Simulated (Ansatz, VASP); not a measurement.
# LiGeN: VASP beside Ansatz

```
CELL_PARAMETERS angstrom
3.29207 0.00000 0.00000
0.00000 4.14379 0.00000
0.00000 0.00000 6.81406
ATOMIC_POSITIONS crystal
Li 0.00000 0.00000 0.77118
Li 0.00000 0.00000 0.22882
Ge 0.50000 0.50000 0.86627
Ge 0.50000 0.50000 0.13373
N 0.00000 0.50000 0.23152
N 0.00000 0.50000 0.76848
```

Alike in both runs: task single point; functional PBE; k mesh 6 × 4 × 4; occupations gaussian, width 0.1 eV; no spin polarisation.

|  | VASP | Ansatz |
| --- | --- | --- |
| version | VASP 6.6.1 | Ansatz 0.2.0 |
| potentials or method | VASP PAW PBE potentials, release 64 (Li_sv, Ge_d, N), cutoff 520 eV | scalar-relativistic, plane waves, PAW |
| valence electrons in the cell | 44 | 44 |

|  | VASP | Ansatz | Ansatz less VASP |
| --- | --- | --- | --- |
| gap on the k mesh at the Fermi level (eV) | none | none | - |
| rms of the force components (eV/Å) | 5.415 | 4.917 | -0.4973 |

Atom by atom the forces differ by 0.511 eV/Å (rms over components). A gap of «none» marks a metal or a gap that the smearing closes.

The k mesh is coarse, so the values compare programs but aren't converged. Noted on VASP's run: the cutoff is short for stress, so the pressure is rough.
